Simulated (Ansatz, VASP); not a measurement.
# Two plane-wave programs on Ag

File INCAR:

```
PREC     = Accurate       # precision mode
ENCUT    = 520            # plane-wave cutoff, eV
EDIFF    = 1E-8           # SCF threshold, eV
ISMEAR   = -1             # smearing method
SIGMA    = 0.08           # smearing width, eV
LREAL    = False          # projectors in reciprocal space
LASPH    = True           # aspherical terms in the spheres
NELM     = 60             # most SCF steps
ALGO     = Normal         # electronic algorithm
ISIF     = 2              # what is computed and relaxed
LWAVE    = False          # write WAVECAR
LCHARG   = False          # write CHGCAR
GGA      = CA             # functional
LEFG     = True         
NBANDS   = 30             # bands
```

Contents of KPOINTS:

```
Automatic mesh
0
Gamma
  14 14 4
```

File POSCAR:

```
Ag
1.0
    2.8861989086      0.0000000000      0.0000000000
   -1.4430994543      2.4995215753      0.0000000000
    0.0000000000      0.0000000000      9.7000000000
Ag
4
Direct
    0.3333333333      0.6666666667      0.2500000000
    0.6666666667      0.3333333333      0.7500000000
    0.0000000000      0.0000000000      0.0000000000
    0.0000000000      0.0000000000      0.5000000000
```

Input for Ansatz:

```yaml
crystal:
  lattice:
    - [2.8861989086, 0.0, 0.0]
    - [-1.4430994543, 2.4995215753, 0.0]
    - [0.0, 0.0, 9.7]
  atoms:
    - { symbol: Ag, position: [0.3333333333, 0.6666666667, 0.25] }
    - { symbol: Ag, position: [0.6666666667, 0.3333333333, 0.75] }
    - { symbol: Ag, position: [0.0, 0.0, 0.0] }
    - { symbol: Ag, position: [0.0, 0.0, 0.5] }
kpoints:
  mp_grid: { grid: [14, 14, 4] }
scf:
  occupations: { method: fermi_dirac, width: 0.08 }
hamiltonian:
  xc: lda
  pseudopotentials: { kind: paw }
output:
  forces: true
  stress: true
  eigenvalues: true
  efg: { contact_densities: true }
```

Change from the starting cell: zz strain of -3 %, PAW files.

Alike in both runs: task electric field gradients; functional LDA; k mesh 14 × 14 × 4; occupations fermi-dirac, width 0.08 eV; no spin polarisation.

|  | VASP | Ansatz |
| --- | --- | --- |
| version | VASP 6.6.1 | Ansatz 0.2.0 |
| potentials or method | VASP PAW LDA potentials, release 64 (Ag) | PAW with Ansatz's default frozen-core files, scalar-relativistic |
| plane-wave cutoff (eV) | 520 | 420 |
| valence electrons in the cell | 44 | 76 |

```tsv
	VASP	Ansatz	Ansatz less VASP
pressure (GPa)	-9.1	-9.3	-0.15
traceless stress, the component that is largest in VASP (GPa)	-1.63	-1.61	+0.017
size of Vzz on the site where it differs most (V/Å²)	6.6	3.8	-2.83
```

LDA's correlation is that of Perdew and Zunger in VASP and of Perdew and Wang (1992) in Ansatz. VASP's potentials hold 44 valence electrons a cell and Ansatz's 76, so a difference there can come from the potentials and not from the codes.
